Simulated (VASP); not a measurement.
# V in VASP: a series of runs, part 2 of 2

VASP 6.6.1. The steps go on from the part before.

**3. Single point, PBEsol (strain along c alone, the other axes held: -6.0 %)**

File INCAR:

```
SYSTEM = V
ALGO     = Fast           ! electronic algorithm
EDIFF    = 1E-6           ! SCF threshold, eV
ENCUT    = 520            ! plane-wave cutoff, eV
GGA      = PS             ! functional
ISIF     = 2              ! what is computed and relaxed
ISMEAR   = 0              ! smearing method
LASPH    = .TRUE.         ! aspherical terms in the spheres
LCHARG   = .FALSE.        ! write CHGCAR
LREAL    = .FALSE.        ! projectors in reciprocal space
LWAVE    = .FALSE.        ! write WAVECAR
NBANDS   = 20             ! bands
NELM     = 60             ! most SCF steps
PREC     = Accurate       ! precision mode
SIGMA    = 0.1            ! smearing width, eV
```

File KPOINTS:

```
k-points
0
G
  14 14 14
  0 0 0
```

File POSCAR:

```
V
1.0
    2.9588544379      0.0000000000      0.0000000000
    0.0000000000      2.9588544379      0.0000000000
    0.0000000000      0.0000000000      2.7813231716
V
2
Direct
    0.0000000000      0.0000000000      0.0000000000
    0.5000000000      0.5000000000      0.5000000000
```

Potentials or basis: VASP PAW PBE potentials, release 64 (V_sv).

On the command line:

```
cat potpaw_PBE.64/V_sv/POTCAR > POTCAR
mpirun -np 1 vasp_std > vasp.out
```

OUTCAR:

```text
SYSTEM = V
   EDIFF = 1E-6
   ENCUT = 520
   GGA = PS
   ISIF = 2
   ISMEAR = 0
   LASPH = .TRUE.
   LREAL = .FALSE.
   NELM = 60
   PREC = Accurate

 ion  position               nearest neighbor table
   1  0.000  0.000  0.000-   2 2.51   2 2.51   2 2.51   2 2.51   2 2.51   2 2.51   2 2.51   2 2.51

   2  0.500  0.500  0.500-   1 2.51   1 2.51   1 2.51   1 2.51   1 2.51   1 2.51   1 2.51   1 2.51

  LATTYP: Found a simple tetragonal cell.
 ALAT       =     2.9588544379
 C/A-ratio  =     0.9400000000

  Lattice vectors:

 A1 = (   2.9588544379,   0.0000000000,   0.0000000000)
 A2 = (   0.0000000000,   2.9588544379,   0.0000000000)
 A3 = (   0.0000000000,   0.0000000000,   2.7813231716)

Analysis of symmetry for initial positions (statically):
=====================================================================
 Subroutine PRICEL returns following result:

  LATTYP: Found a body centered tetragonal cell.
 ALAT       =     2.9588544379
 C/A-ratio  =     0.9400000000

  Lattice vectors:

 A1 = (  -1.4794272189,  -1.4794272189,  -1.3906615858)
 A2 = (   1.4794272189,   1.4794272189,  -1.3906615858)
 A3 = (   1.4794272189,  -1.4794272190,   1.3906615858)

   2 primitive cells build up your supercell.

 Routine SETGRP: Setting up the symmetry group for a
 simple tetragonal supercell.

 Subroutine GETGRP returns: Found 16 space group operations
 (whereof 16 operations were pure point group operations)
 out of a pool of 16 trial point group operations.

The static configuration has the point symmetry D_4h.

Analysis of symmetry for dynamics (positions and initial velocities):
=====================================================================
 Subroutine PRICEL returns following result:

  LATTYP: Found a body centered tetragonal cell.
 ALAT       =     2.9588544379
 C/A-ratio  =     0.9400000000

  Lattice vectors:

 A1 = (  -1.4794272189,  -1.4794272189,  -1.3906615858)
 A2 = (   1.4794272189,   1.4794272189,  -1.3906615858)
 A3 = (   1.4794272189,  -1.4794272190,   1.3906615858)

   2 primitive cells build up your supercell.

 Routine SETGRP: Setting up the symmetry group for a
 simple tetragonal supercell.

 Subroutine GETGRP returns: Found 16 space group operations
 (whereof 16 operations were pure point group operations)
 out of a pool of 16 trial point group operations.

The dynamic configuration has the point symmetry D_4h.

 Subroutine INISYM returns: Found 16 space group operations
 (whereof 16 operations are pure point group operations),
 and found     2 'primitive' translations

----------------------------------------------------------------------------------------

                                     Primitive cell

  volume of cell :      12.1750

  direct lattice vectors                    reciprocal lattice vectors
    -1.479427219 -1.479427219 -1.390661586     0.000000000 -0.337968637 -0.359541103
     1.479427219  1.479427219 -1.390661586     0.337968637  0.000000000 -0.359541103
     1.479427219 -1.479427219  1.390661586     0.337968637 -0.337968637  0.000000000

  length of vectors
     2.512239925  2.512239925  2.512239925     0.493449697  0.493449697  0.477959829

  position of ions in fractional coordinates (direct lattice)
     0.000000000  0.000000000  0.000000000

  ion indices of the primitive-cell ions
[... 25 lines left out ...]
 ===========================================

 Found    288 irreducible k-points:

 Following reciprocal coordinates:
            Coordinates               Weight
  0.000000  0.000000  0.000000      1.000000
  0.071429  0.000000  0.000000      4.000000
  0.142857  0.000000  0.000000      4.000000
  0.214286  0.000000  0.000000      4.000000
  0.285714  0.000000  0.000000      4.000000
  0.357143  0.000000  0.000000      4.000000
[... 16 lines left out ...]
  0.285714  0.214286  0.000000      8.000000
  0.357143  0.214286  0.000000      8.000000
 [... further k-points ...]
   k-points           NKPTS =    288   k-points in BZ     NKDIM =    288   number of bands    NBANDS=     20
   number of dos      NEDOS =    301   number of ions     NIONS =      2
   total plane-waves  NPLWV =  13824
   dimension x,y,z NGX =    24 NGY =   24 NGZ =   24
   dimension x,y,z NGXF=    48 NGYF=   48 NGZF=   48
   ions per type =               2
   NGX,Y,Z   is equivalent  to a cutoff of  13.48, 13.48, 14.35 a.u.
   NGXF,Y,Z  is equivalent  to a cutoff of  26.97, 26.97, 28.69 a.u.
 SYSTEM =  V
   PREC   = accura    normal or accurate (medium, high low for compatibility)
   ISTART =      0    job   : 0-new  1-cont  2-samecut
   ICHARG =      2    charge: 1-file 2-atom 10-const
   ISPIN  =      1    spin polarized calculation?
   LNONCOLLINEAR =      F non collinear calculations
   LSORBIT =      F    spin-orbit coupling
   LASPH  =      T    aspherical Exc in radial PAW
   ENCUT  =  520.0 eV  38.22 Ry    6.18 a.u.   5.50  5.50  5.17*2*pi/ulx,y,z
   NELM   =     60;   NELMIN=  2; NELMDL= -5     # of ELM steps
   EDIFF  = 0.1E-05   stopping-criterion for ELM
   LREAL  =      F    real-space projection
   EDIFFG = 0.1E-04   stopping-criterion for IOM
   NSW    =      0    number of steps for IOM
   IBRION =     -1    ionic relax: 0-MD 1-quasi-New 2-CG
   NFREE  =      0    steps in history (QN), initial steepest desc. (CG)
   ISIF   =      2    stress and relaxation
   ISYM   =      2    0-nonsym 1-usesym 2-fastsym
   POTIM  = 0.5000    time-step for ionic-motion
   TEBEG  =    0.0;   TEEND  =   0.0 temperature during run
   PSTRESS=    0.0 pullay stress
   NELECT =      26.0000    total number of electrons
   NUPDOWN=      -1.0000    fix difference up-down
   EMIN   =  10.00;   EMAX   =-10.00  energy-range for DOS
   EFERMI =   0.00;   METHOD = LEGACY
   ISMEAR =     0;   SIGMA  =   0.10  broadening in eV -4-tet -1-fermi 0-gaus
   EFERMI_NEDOS =   21; number of points for ismear=-14 and -15
   IALGO  =     68    algorithm
   IMIX   =      4    mixing-type and parameters
     AMIX     =   0.40;   BMIX     =  1.00
     AMIX_MAG =   1.60;   BMIX_MAG =  1.00
  volume/ion in A,a.u.               =      12.17        82.16
  Fermi-wavevector in a.u.,A,eV,Ry     =   1.673271  3.162025 38.094099  2.799837
  Thomas-Fermi vector in A             =   2.758272
   LORBIT       =      0    0 simple, 1 ext, 2 COOP (PROOUT), +10 PAW based schemes
   GGA     = PS    functional components
   LHFCALC =     F    Hartree Fock is set to
   AEXX    =    0.0000 exact exchange contribution
   IVDW    =     0    specifies the selected vdW correction
   LEPSILON=     F    determine dielectric tensor
   LRPA    =     F    only Hartree local field effects (RPA)
 non-spin polarized calculation
 RMM-DIIS sequential band-by-band and
 Gauss-broadening in eV      SIGMA  =   0.10
  energy-cutoff  :      520.00
  volume of cell :       24.35
 maximum number of plane-waves:       675
 NGX is ok and might be reduce to    24
   NGX = 11   NGY = 11   NGZ = 11

 number of electron      26.0000009 magnetization

 Free energy of the ion-electron system (eV)
  ---------------------------------------------------
  ext. energy  EPLUGINS =         0.00000000
  ---------------------------------------------------
  free energy    TOTEN  =       -19.18025696 eV

  energy without entropy =      -19.16296534  energy(sigma->0) =      -19.17161115

 E-fermi :  10.8883     XC(G=0): -13.6221

 val. band max:       10.8876009065   @ k =   0.4286   0.3571   0.1429
 cond. band min:      10.8889486719   @ k =   0.5000   0.0714   0.2857
 fundamental gap:      0.0013477654
 Fermi energy:        10.8883021017

 k-point     1 :       0.0000    0.0000    0.0000
  band No.  band energies     occupation
      1     -52.4920      2.00000
      2     -51.9961      2.00000
      3     -26.5787      2.00000
      4     -26.5787      2.00000
      5     -26.4329      2.00000
      6     -25.6982      2.00000
[... 541 lines left out ...]
     19      15.0688      0.00000
     20      16.8076      0.00000

 [... further k-points ...]

------------------------ aborting loop because EDIFF is reached ----------------------------------------

  FORCE on cell =-STRESS in cart. coord.  units (eV):
  Direction    XX          YY          ZZ          XY          YZ          ZX
  --------------------------------------------------------------------------------------
  -------------------------------------------------------------------------------------
  Total        1.7070460      1.7070460      3.1238606      0.0000000      0.0000000      0.0000000
  in kB      112.3200178    112.3200178    205.5434200      0.0000000      0.0000000      0.0000000
  external PRESSURE =     143.3944852 kB  Pullay stress =       0.0000000 kB

 VOLUME and BASIS-vectors are now :
 -----------------------------------------------------------------------------
  energy-cutoff  :      520.00
  volume of cell :       24.35
      direct lattice vectors                 reciprocal lattice vectors
     2.958854438  0.000000000  0.000000000     0.337968637  0.000000000  0.000000000
     0.000000000  2.958854438  0.000000000     0.000000000  0.337968637  0.000000000
     0.000000000  0.000000000  2.781323172     0.000000000  0.000000000  0.359541103

 POSITION                                       TOTAL-FORCE (eV/Angst)
 -----------------------------------------------------------------------------------
      0.00000      0.00000      0.00000         0.000000      0.000000     -0.000000
      1.47943      1.47943      1.39066        -0.000000     -0.000000      0.000000
 -----------------------------------------------------------------------------------
    total drift:                                0.000000      0.000000     -0.000000

  FREE ENERGIE OF THE ION-ELECTRON SYSTEM (eV)
  ---------------------------------------------------
  free  energy   TOTEN  =       -19.1802569638 eV

  energy  without entropy=      -19.1629653351  energy(sigma->0) =      -19.17161115
```

It took 2.1 min on 1 thread of Intel Xeon 8259CL, shared host; peak memory 0.22 GiB.

Results:

```yaml
Free_energy: -19.1803 eV
Pressure: 14.3 GPa
Band_gap_on_the_k_mesh: zero (bands 13 and 14 overlap by 3.38 eV)
```

Stress tensor (GPa, compression positive):
```
11.23  0.00  0.00
 0.00 11.23  0.00
 0.00  0.00 20.55
```

Levels at points of the mesh, in eV from the Fermi level:
```tsv
k point	band 10	band 11	band 12	band 13	band 14	band 15	band 16	band 17
(0.00, 0.00, 0.00)	-3.62	-3.41	0.05	0.63	0.63	2.31	3.00	4.20
(0.50, 0.00, 0.00)	-3.07	-0.87	-0.87	0.82	0.82	1.27	1.27	2.29
(0.50, 0.50, 0.00)	-3.50	-0.88	-0.88	1.67	1.67	2.27	2.27	2.94
(0.00, 0.00, 0.50)	-2.68	-0.64	-0.64	0.67	0.67	0.67	0.67	2.06
(0.50, 0.00, 0.50)	-3.59	-1.57	-1.57	2.25	2.25	2.74	2.74	3.42
(0.50, 0.50, 0.50)	-1.35	-1.35	-1.35	-0.99	-0.99	3.06	3.06	3.35
```

Caveat: the cell differs from its parent crystal (strain along c alone, the other axes held: -6.0 %); the stress differs along the axes, from 11 to 21 GPa; the PAW data sets were made with another functional, which shifts forces and pressure a little.
